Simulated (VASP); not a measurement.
Wanted: the native input for a VASP 6.6.1 run.

| Item | Value |
| --- | --- |
| Task | single point |
| Functional | PBE |
| Potentials or basis | VASP PAW PBE potentials, release 64 (In_d, As) |
| Cutoff | 520 eV |
| k mesh | 5 × 5 × 5 |
| Occupations | fermi-dirac, width 0.05 eV |
| Spin | no spin polarisation |
| Dipole correction | no |
| Further INCAR settings | ALGO = Normal; EDIFF = 1e-06; NBANDS = 30 |

The structure of In3As lies in POSCAR:

```
In3As
1.0
    4.7183978100      0.0000000000      0.0000000000
    0.0000000000      4.7183978100      0.0000000000
    0.0000000000      0.0000000000      4.6716810000
In As
3 1
Direct
    0.5000000000      0.5000000000      0.0000000000
    0.5000000000      0.0000000000      0.5000000000
    0.0000000000      0.5000000000      0.5000000000
    0.0000000000      0.0000000000      0.0000000000
```

The input as run:

INCAR

```
SYSTEM = In3As
PREC = Accurate
ENCUT = 520
EDIFF = 1E-6
ISMEAR = -1
SIGMA = 0.05
LREAL = .FALSE.
LASPH = .TRUE.
NELM = 60
ALGO = Normal
ISIF = 2
LWAVE = .FALSE.
LCHARG = .FALSE.
GGA = PE
NBANDS = 30
```

KPOINTS

```
Automatic mesh
0
G
  5 5 5
  0 0 0
```

Potentials or basis: VASP PAW PBE potentials, release 64 (In_d, As).

Command:

```sh
$ cat potpaw_PBE.64/In_d/POTCAR potpaw_PBE.64/As/POTCAR > POTCAR
$ mpirun -np 1 vasp_std > vasp.out
```

It gave:

```
Pressure               : 0.2 GPa
Band gap on the k mesh : zero (bands 22 and 23 overlap by 2.18 eV)
```

Caveat: spin-orbit coupling is left out, which moves the levels of the heavy elements.

It took 77 s on 1 thread of Intel Xeon 8259CL (shared host), peak memory 0.22 GiB.
